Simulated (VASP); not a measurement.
# Sn4Se3S: single point with PBE

Sn4Se3S:

```
Sn Se S
1.0
     0.00000   -4.25180    0.00000
     0.00000    2.12590    5.98383
    -8.51484    0.00000    0.00000
Sn Se S
4 3 1
Direct
  0.13100 0.26201 0.00000
  0.12974 0.25948 0.50000
  0.87236 0.74472 0.25919
  0.87236 0.74472 0.74081
  0.35982 0.71964 0.00000
  0.64381 0.28763 0.25093
  0.64381 0.28763 0.74908
  0.34709 0.69418 0.50000
```

```yaml
Program: VASP 6.6.1
Task: single point
Functional: PBE
Potentials_or_basis: VASP PAW PBE potentials, release 64 (Sn_d, Se, S)
Cutoff: 520 eV
k_mesh: 4 × 4 × 2
Occupations: gaussian, width 0.1 eV
Spin: no spin polarisation
```

```json
{"Pressure": "-0.2 GPa", "Largest force": "0.039 eV/Å", "Band gap on the k mesh": "0.56 eV (least direct gap 1.04 eV)"}
```

Forces on the atoms (eV/Å):
```
Sn   0.000  0.000  0.018
Sn   0.000  0.000  0.039
Sn   0.001  0.000 -0.016
Sn  -0.001  0.000 -0.016
Se   0.000  0.000 -0.010
Se  -0.002  0.000  0.003
Se   0.002  0.000  0.003
S    0.000  0.000 -0.020
```

Stress tensor (GPa, compression positive):
```
-0.18  0.00  0.00
 0.00 -0.20  0.00
 0.00  0.00 -0.10
```

Levels at points of the mesh, in eV from the valence-band top:
```tsv
k point	band 36	band 37	band 38	band 39	band 40	band 41	band 42	band 43	band 44	band 45
(0.00, 0.00, 0.00)	-1.58	-1.56	-0.52	-0.26	0.00	1.07	1.09	1.80	1.85	3.76
(0.50, 0.00, 0.00)	-1.66	-1.59	-1.51	-0.50	-0.10	1.39	1.44	1.54	2.43	2.74
(0.00, 0.50, 0.00)	-1.50	-1.49	-0.79	-0.71	-0.49	0.56	1.60	1.66	2.24	2.33
(0.00, 0.00, 0.50)	-1.64	-1.10	-0.91	-0.81	-0.74	2.65	2.69	2.71	2.73	2.83
(0.50, 0.00, 0.50)	-2.20	-1.89	-1.88	-1.41	-1.18	2.22	2.39	2.92	3.11	3.27
(0.00, 0.50, 0.50)	-1.25	-0.71	-0.57	-0.40	-0.39	1.02	1.07	1.42	1.46	2.79
```

Wall time 120 s on 1 thread of Intel(R) Xeon(R) Platinum 8488C (Sapphire Rapids), with other jobs on the host, peak memory 0.37 GiB.

Caveat: semilocal functionals underestimate gaps, and a narrow one can read as zero; spin-orbit coupling is left out, which moves the levels of the heavy elements. A k mesh can miss the band edges.
